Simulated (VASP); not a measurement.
# PbS (R3m) in VASP: notebook, part 3 of 3

VASP 6.6.1. Earlier steps stand in the parts before.

**4. Single point, LDA (functional LDA, strained)**

The input, INCAR:

```
SYSTEM = PbS
ALGO     = Normal         ! electronic algorithm
EDIFF    = 1E-7           ! SCF threshold, eV
ENCUT    = 520            ! plane-wave cutoff, eV
GGA      = CA             ! functional
ISIF     = 2              ! what is computed and relaxed
ISMEAR   = 0              ! smearing method
LASPH    = .True.         ! aspherical terms in the spheres
LCHARG   = .False.        ! write CHGCAR
LREAL    = .False.        ! projectors in reciprocal space
LWAVE    = .False.        ! write WAVECAR
NBANDS   = 17             ! bands
NELM     = 60             ! most SCF steps
PREC     = Accurate       ! precision mode
SIGMA    = 0.02           ! smearing width, eV
```

The input, KPOINTS:

```
k-points
0
Gamma
  9 9 9
  0 0 0
```

The input, POSCAR:

```
PbS
1.0
    2.1860133202      1.2620953788      3.5717667841
   -2.1860133202      1.2620953788      3.5717667841
    0.0000000000     -2.5241907578      3.5717667841
Pb S
1 1
Direct
    0.9805657800      0.9805657800      0.9805657800
    0.4750355500      0.4750355500      0.4750355500
```

Potentials or basis: VASP PAW LDA potentials, release 64 (Pb_d, S).

Launch:

```
$ cat potpaw_LDA.64/Pb_d/POTCAR potpaw_LDA.64/S/POTCAR > POTCAR
$ mpirun -np 1 vasp_std > vasp.out
```

OUTCAR:

```text
SYSTEM = PbS
   EDIFF = 1E-7
   ENCUT = 520
   GGA = CA
   ISIF = 2
   ISMEAR = 0
   LASPH = .True.
   LREAL = .False.
   NELM = 60
   PREC = Accurate

 ion  position               nearest neighbor table
   1  0.981  0.981  0.981-   2 3.06   2 3.06   2 3.06   2 3.13   2 3.13   2 3.13
   2  0.475  0.475  0.475-   1 3.06   1 3.06   1 3.06   1 3.13   1 3.13   1 3.13

  LATTYP: Found a trigonal (rhomboedric) cell.
 ALAT       =     4.3736777363
 COS(alpha) =     0.5003774362

  Lattice vectors:

 A1 = (   2.1860133202,   1.2620953788,   3.5717667841)
 A2 = (  -2.1860133202,   1.2620953788,   3.5717667841)
 A3 = (   0.0000000000,  -2.5241907578,   3.5717667841)

Analysis of symmetry for initial positions (statically):
=====================================================================
 Subroutine PRICEL returns:
 Original cell was already a primitive cell.

 Routine SETGRP: Setting up the symmetry group for a
 trigonal (rhombohedral) supercell.

 Subroutine GETGRP returns: Found  6 space group operations
[... 156 lines left out ...]
 number of electron      19.9999999 magnetization

 Free energy of the ion-electron system (eV)
  ---------------------------------------------------
  ext. energy  EPLUGINS =         0.00000000
  ---------------------------------------------------
  free energy    TOTEN  =        -9.75271800 eV

  energy without entropy =       -9.75271800  energy(sigma->0) =       -9.75271800

 E-fermi :   3.9758     XC(G=0):  -9.4698

 val. band max:        3.8310770750   @ k =   0.4444  -0.0000  -0.0000
 cond. band min:       4.6959769534   @ k =   0.4444  -0.0000  -0.0000
 fundamental gap:      0.8648998784
 Fermi energy:         3.9757706390

 k-point     1 :       0.0000    0.0000    0.0000
  band No.  band energies     occupation
      1     -12.5685      2.00000
      2     -12.5681      2.00000
      3     -12.5681      2.00000
      4     -12.5563      2.00000
      5     -12.5563      2.00000
      6      -8.4911      2.00000
[... 457 lines left out ...]
      4     -12.5310      2.00000
      5     -12.5308      2.00000
      6      -7.2809      2.00000
[... 9 lines left out ...]
     16      15.3196      0.00000
     17      16.3118      0.00000

 [... further k-points ...]
[... 5 lines left out ...]
  --------------------------------------------------------------------------------------
  -------------------------------------------------------------------------------------
  Total       -2.7938796     -2.7938796     -2.7796520      0.0000000      0.0000000      0.0000000
  in kB      -75.7075062    -75.7075062    -75.3219731      0.0000000      0.0000000      0.0000000
  external PRESSURE =     -75.5789952 kB  Pullay stress =       0.0000000 kB

 VOLUME and BASIS-vectors are now :
 -----------------------------------------------------------------------------
  energy-cutoff  :      520.00
  volume of cell :       59.13
      direct lattice vectors                 reciprocal lattice vectors
     2.186013320  1.262095379  3.571766784     0.228726877  0.132055524  0.093324496
    -2.186013320  1.262095379  3.571766784    -0.228726877  0.132055524  0.093324496
     0.000000000 -2.524190758  3.571766784     0.000000000 -0.264111048  0.093324496

 POSITION                                       TOTAL-FORCE (eV/Angst)
 -----------------------------------------------------------------------------------
      0.00000     -0.00000     10.50706         0.000000     -0.000000      0.049583
      0.00000     -0.00000      5.09015         0.000000      0.000000     -0.049583
 -----------------------------------------------------------------------------------
    total drift:                                0.000000     -0.000000      0.000216

  FREE ENERGIE OF THE ION-ELECTRON SYSTEM (eV)
  ---------------------------------------------------
  free  energy   TOTEN  =        -9.7527179981 eV

  energy  without entropy=       -9.7527179981  energy(sigma->0) =       -9.75271800
```

OSZICAR:

```text
N       E                     dE             d eps       ncg     rms          rms(c)
DAV:   1     0.152439909213E+03    0.15244E+03   -0.93369E+03  2890   0.125E+03
DAV:   2     0.231132662311E+01   -0.15013E+03   -0.14426E+03  3070   0.305E+02
DAV:   3    -0.998373549909E+01   -0.12295E+02   -0.12200E+02  3682   0.908E+01
DAV:   4    -0.103076121586E+02   -0.32388E+00   -0.32352E+00  3671   0.166E+01
DAV:   5    -0.103194527402E+02   -0.11841E-01   -0.11840E-01  4277   0.311E+00    0.381E+00
DAV:   6    -0.976541765109E+01    0.55404E+00   -0.18050E+00  4316   0.788E+00    0.261E+00
DAV:   7    -0.975874035118E+01    0.66773E-02   -0.11088E-01  3438   0.160E+00    0.156E+00
DAV:   8    -0.975329918931E+01    0.54412E-02   -0.18115E-02  3714   0.114E+00    0.423E-01
DAV:   9    -0.975267469338E+01    0.62450E-03   -0.36923E-03  4001   0.381E-01    0.129E-01
DAV:  10    -0.975272643148E+01   -0.51738E-04   -0.21627E-04  3411   0.822E-02    0.977E-02
DAV:  11    -0.975271803451E+01    0.83970E-05   -0.19559E-05  3929   0.378E-02    0.904E-03
DAV:  12    -0.975271799275E+01    0.41761E-07   -0.13320E-06  3888   0.109E-02    0.480E-03
DAV:  13    -0.975271799807E+01   -0.53142E-08   -0.16750E-07  3088   0.308E-03
   1 F= -.97527180E+01 E0= -.97527180E+01  d E =-.172449E-26
```

stdout:

```text
POSCAR found type information on POSCAR PbS
 POSCAR found :  2 types and       2 ions
 scaLAPACK will be used
 LDA part: xc-table for (Slater(with rela. corr.)+CA(PZ))
 , standard interpolation
 POSCAR, INCAR and KPOINTS ok, starting setup
 FFT: planning ... GRIDC
 FFT: planning ... GRID_SOFT
 FFT: planning ... GRID
 WAVECAR not read
 entering main loop
```

Wall time 32 s (1 thread of Intel Xeon 6975P-C (Granite Rapids), shared host); peak memory 0.22 GiB.

Results:

| Quantity | Value |
| --- | --- |
| Free energy | -9.7527 eV |
| Pressure | -7.6 GPa |
| Largest force | 0.050 eV/Å |

Forces on the atoms (eV/Å):
```
Pb   0.000  0.000  0.050
S    0.000  0.000 -0.050
```

Levels at points of the mesh, in eV from the Fermi level:
| k point | band 7 | band 8 | band 9 | band 10 | band 11 | band 12 | band 13 | band 14 |
| --- | --- | --- | --- | --- | --- | --- | --- | --- |
| (0.00, 0.00, 0.00) | -6.23 | -1.52 | -1.52 | -1.52 | 4.75 | 4.76 | 4.76 | 6.99 |

Caveat: the cell differs from its parent crystal (functional LDA, strained); this odd mesh misses L, where the gap lies, so gap, dielectric constants and Born charges aren't listed; spin-orbit coupling is left out, which moves the levels of the heavy elements.

**5. Overview**

| level | potentials or basis | cell | pressure (GPa) | largest force (eV/Å) |
| --- | --- | --- | --- | --- |
| PBEsol | VASP PAW PBE potentials, release 64 (Pb_d, S) | a = 4.285 Å, angles 60.6°, 2 atoms | -4.6 | - |
| PBE | VASP PAW PBE potentials, release 64 (Pb_d, S) | a = 4.425 Å, angles 60.0°, 2 atoms | -5.0 | 0.05 |
| LDA | VASP PAW LDA potentials, release 64 (Pb_d, S) | a = 4.374 Å, angles 60.0°, 2 atoms | -7.6 | 0.05 |

Alike in all rows: task single point; no spin polarisation; k mesh 9 × 9 × 9; cutoff (eV) 520; smearing gaussian 0.02 eV.

Caveats: spin-orbit coupling is left out, which moves the levels of the heavy elements; the PAW data sets were made with another functional, which shifts forces and pressure a little (some runs).

Total energies depend on the potentials used, so only differences within one code and one set of settings carry meaning.
